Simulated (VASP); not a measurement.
Here is a VASP 6.6.1 calculation.

The input INCAR:

```
SYSTEM = Pb
ALGO = Normal
EDIFF = 1E-6
ENCUT = 520
GGA = PE
ISIF = 2
ISMEAR = 0
IVDW = 12
LASPH = .TRUE.
LCHARG = .FALSE.
LREAL = .FALSE.
LWAVE = .FALSE.
NBANDS = 21
NELM = 100
PREC = Accurate
SIGMA = 0.1
```

KPOINTS

```
k-points
0
G
  12 12 7
  0 0 0
```

File POSCAR:

```
Pb
1.0
    3.6697414728      0.0000000000      0.0000000000
   -1.8348707364      3.1780893408      0.0000000000
    0.0000000000      0.0000000000      5.4361017400
Pb
2
Direct
    0.6666666667      0.3333333333      0.2500000000
    0.3333333333      0.6666666667      0.7500000000
```

Potentials or basis: VASP PAW PBE potentials, release 64 (Pb_d).

Command:

```bash
$ cat potpaw_PBE.64/Pb_d/POTCAR > POTCAR
$ mpirun -np 1 vasp_std > vasp.out
```

Question: Estimate the dispersion energy per atom.

Answer: -0.392 eV.

Question: What does it give for the pressure?

Answer: -1.6 GPa.

Question: Estimate the band gap on the k mesh.

Answer: Zero (band 14 reaches 11.44 eV, above the bottom of band 15 at 4.80 eV).

Stress tensor (GPa, compression positive):
```
-2.84  0.00  0.00
 0.00 -2.84  0.00
 0.00  0.00  0.88
```

Caveat: spin-orbit coupling is left out, which moves the levels of the heavy elements; pairwise dispersion overbinds metals, which lowers pressure and volume.
